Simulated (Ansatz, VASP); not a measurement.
## GaN in VASP and in Ansatz

```
Ga N
1.0
     2.22770    2.22770    0.00000
    -2.22770    2.22770    0.00000
     0.00000    2.22770    2.22770
Ga N
1 1
Direct
  0.00000 0.00000 0.00000
  0.25000 0.75000 0.50000
```

Alike in both runs: functional LDA; k mesh 14 × 14 × 14; occupations fermi-dirac, width 0.05 eV; no spin polarisation.

Ansatz relaxed the structure, and its values are those at the end. VASP's run is a single point on that final structure, the one shown.

```csv
,VASP,Ansatz
version,VASP 6.6.1,Ansatz 0.2.0
potentials or method,"VASP PAW LDA potentials, release 64 (Ga_d, N_h)","PAW with Ansatz's default frozen-core files, scalar-relativistic"
plane-wave cutoff (eV),1330,420
valence electrons in the cell,18,18
```

|  | VASP | Ansatz | Ansatz less VASP |
| --- | --- | --- | --- |
| pressure (GPa) | 1.1 | 0.0 | -1.12 |

LDA's correlation is that of Perdew and Zunger in VASP and of Perdew and Wang (1992) in Ansatz.
